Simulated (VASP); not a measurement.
Runs of VASP 6.6.1 on GaN. The structure is that of space group P6_3mc (No. 186), or close to it. The cells are those of the table. 

| task | cell | gap on the mesh (eV) | pressure (GPa) | largest force (eV/Å) |
| --- | --- | --- | --- | --- |
| single point | a = 3.222, b = 3.222, c = 5.234 Å, angles 90.0, 90.0, 120.0°, 4 atoms | (c) | (d) | - |
| single point | a = 3.180, b = 3.180, c = 5.166 Å, angles 90.0, 90.0, 120.0°, 4 atoms | 1.99 | (b) | - |
| single point | a = 3.242, b = 3.242, c = 5.267 Å, angles 90.0, 90.0, 120.0°, 4 atoms | 1.59 | -3.1 | - |
| single point | a = 3.180, b = 3.180, c = 5.321 Å, angles 90.0, 90.0, 120.0°, 4 atoms | 1.66 | 1.7 | 0.01 |
| electric field gradients | a = 3.180, b = 3.180, c = 5.166 Å, angles 90.0, 90.0, 120.0°, 4 atoms | (a) | 7.5 | 0.44 |

Alike in all rows: level PBE; potentials or basis VASP PAW PBE potentials, release 64 (Ga_d, N); no spin polarisation; k mesh 11 × 11 × 6; cutoff (eV) 520; smearing fermi-dirac 0.02 eV.

**Question.** Fill in the values left out.

**Answer.** (a) 1.94; (b) 7.4; (c) 1.72; (d) 0.1.

A k mesh can miss the band edges, and the runs leave out spin-orbit coupling on Ga.
